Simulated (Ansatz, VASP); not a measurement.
Mg7CoO8 in VASP and in Ansatz

INCAR

```
SYSTEM = Mg7CoO8
ALGO = Normal ; EDIFF = 1E-6
ENCUT = 750 ; GGA = CA
GGA_COMPAT = .FALSE. ; ISIF = 2
ISMEAR = 0 ; ISPIN = 2
ISYM = 0 ; LASPH = .TRUE.
LCHARG = .FALSE. ; LDAU = .TRUE.
LDAUJ = 0 0 0 ; LDAUL = -1 2 -1
LDAUPRINT = 1 ; LDAUTYPE = 2
LDAUU = 0 3.2 0 ; LMAXMIX = 4
LORBIT = 11 ; LREAL = Auto
LWAVE = .FALSE. ; MAGMOM = 0 0 0 0 0 0 0 3 0 0 0 0 0 0 0 0
NBANDS = 86 ; NELM = 200
PREC = Accurate ; SIGMA = 0.01
```

Contents of KPOINTS:

```
k-points
0
G
  2 2 2
  0 0 0
```

The input POSCAR:

```
Mg7CoO8
1.0
    0.0000000000      4.3481000000      4.3481000000
    4.3481000000      0.0000000000      4.3481000000
    4.3481000000      4.3481000000      0.0000000000
Mg Co O
7 1 8
Direct
    0.9878010300      0.0057530400      0.9997875400
    0.0118038800      0.9804527600      0.5056642300
    0.9940867800      0.4995929100      0.5018981300
    0.4854816700      0.0118115900      0.0032462600
    0.5000057000      0.0016869000      0.4901239900
    0.4926855500      0.5014766500      0.9922720000
    0.5042112800      0.4837419100      0.5051861700
    0.9925552600      0.4956245300      0.0071453000
    0.2465326700      0.2464134700      0.2544617500
    0.2505876800      0.2420425700      0.7473136800
    0.2398825400      0.7674873200      0.2447471300
    0.2519085200      0.7454308000      0.7508721200
    0.7450322800      0.2540688200      0.2419650800
    0.7568658400      0.2451120500      0.7499844900
    0.7513899700      0.7565027500      0.2479999100
    0.7497856600      0.7444421100      0.7378618100
```

Input for Ansatz:

```yaml
crystal:
  lattice:
    - [0.0, 4.3481, 4.3481]
    - [4.3481, 0.0, 4.3481]
    - [4.3481, 4.3481, 0.0]
  atoms:
    - { symbol: Mg, position: [0.98780103, 0.00575304, 0.99978754] }
    - { symbol: Mg, position: [0.01180388, 0.98045276, 0.50566423] }
    - { symbol: Co, position: [0.99255526, 0.49562453, 0.0071453], spin: 3.0 }
    - { symbol: Mg, position: [0.99408678, 0.49959291, 0.50189813] }
    - { symbol: Mg, position: [0.48548167, 0.01181159, 0.00324626] }
    - { symbol: Mg, position: [0.5000057, 0.0016869, 0.49012399] }
    - { symbol: Mg, position: [0.49268555, 0.50147665, 0.992272] }
    - { symbol: Mg, position: [0.50421128, 0.48374191, 0.50518617] }
    - { symbol: O, position: [0.24653267, 0.24641347, 0.25446175] }
    - { symbol: O, position: [0.25058768, 0.24204257, 0.74731368] }
    - { symbol: O, position: [0.23988254, 0.76748732, 0.24474713] }
    - { symbol: O, position: [0.25190852, 0.7454308, 0.75087212] }
    - { symbol: O, position: [0.74503228, 0.25406882, 0.24196508] }
    - { symbol: O, position: [0.75686584, 0.24511205, 0.74998449] }
    - { symbol: O, position: [0.75138997, 0.75650275, 0.24799991] }
    - { symbol: O, position: [0.74978566, 0.74444211, 0.73786181] }
  symmetry: { detect: false, time_reversal: true }
magnetization:
  spin_polarized: true
hamiltonian:
  xc: lda
  pseudopotentials: { kind: paw }
  hubbard: { sites: [{ species: Co, l: d, u_eff: 3.2 }] }
basis:
  ecutwfc: 420
kpoints:
  mp_grid: { grid: [2, 2, 2] }
scf:
  occupations: { method: gaussian, width: 0.01 }
output:
  forces: true
  stress: true
```

Alike in both runs: task single point; functional LDA; k mesh 2 × 2 × 2; occupations gaussian, width 0.01 eV; collinear spin; Hubbard terms Co d U = 3.2 eV.

```csv
,VASP,Ansatz
version,VASP 6.6.1,Ansatz 0.2.0
potentials or method,"VASP PAW LDA potentials, release 64 (Mg_sv, Co_sv, O), cutoff 750 eV","PAW, plane waves, scalar-relativistic"
valence electrons in the cell,135,135
```

|  | VASP | Ansatz | Ansatz less VASP |
| --- | --- | --- | --- |
| pressure (GPa) | -17.5 | -17.2 | +0.33 |
| rms of the force components (eV/Å) | 0.274 | 0.267 | -0.0074 |
| net moment per atom (μB) | 0.19 | 0.19 | 0.000 |
| size of the moment on the site where the two differ most (μB) | 2.60 | 2.53 | -0.070 |

LDA's correlation is that of Perdew and Zunger in VASP and of Perdew and Wang (1992) in Ansatz. Site moments also hang on the region over which each program counts them. The programs project onto different local orbitals, so the same U acts differently, and such runs can settle in different states.

The k mesh is coarse, so the values compare programs but aren't converged.
